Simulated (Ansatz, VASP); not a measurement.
# Sr in VASP and in Ansatz

Contents of INCAR:

```
  ALGO = Normal
  EDIFF = 1E-6
  ENCUT = 520
  GGA = PS
  ISIF = 2
  ISMEAR = 0
  LASPH = True
  LCHARG = False
  LREAL = False
  LWAVE = False
  NBANDS = 11
  NELM = 80
  PREC = Accurate
  SIGMA = 0.03
```

Contents of KPOINTS:

```
k-points
0
Gamma
  10 10 10
```

Contents of POSCAR:

```
Sr
1.0
    0.0000000000      3.0423500000      3.1640440000
    3.0423500000      0.0000000000      3.1640440000
    3.0423500000      3.0423500000      0.0000000000
Sr
1
Direct
    0.0000000000      0.0000000000      0.0000000000
```

Input for Ansatz:

```yaml
crystal:
  lattice:
    - [0.0, 3.04235, 3.164044]
    - [3.04235, 0.0, 3.164044]
    - [3.04235, 3.04235, 0.0]
  atoms:
    - { symbol: Sr, position: [0.0, 0.0, 0.0] }
basis:
  ecutwfc: 420
kpoints:
  mp_grid: { grid: [10, 10, 10] }
hamiltonian:
  xc: pbesol
scf:
  occupations: { method: gaussian, width: 0.03 }
output:
  forces: true
  stress: true
  eigenvalues: true
```

Change from the starting cell: strain +0.000 along x and y, +0.040 along z, atoms carried along.

Alike in both runs: task single point; functional PBEsol; k mesh 10 × 10 × 10; occupations gaussian, width 0.03 eV; no spin polarisation.

```csv
,VASP,Ansatz
version,VASP 6.6.1,Ansatz 0.2.0
potentials or method,"VASP PAW PBE potentials, release 64 (Sr_sv), cutoff 520 eV","scalar-relativistic, plane waves, PAW"
valence electrons in the cell,10,10
```

|  | VASP | Ansatz | Ansatz less VASP |
| --- | --- | --- | --- |
| gap on the k mesh at the Fermi level (eV) | none | none | - |
| pressure (GPa) | -1.2 | -1.2 | -0.01 |
| traceless stress, the component that is largest in VASP (GPa) | -0.10 | -0.10 | +0.002 |

VASP's potentials were made for PBE, not for PBEsol. A gap of «none» marks a metal or a gap that the smearing closes.
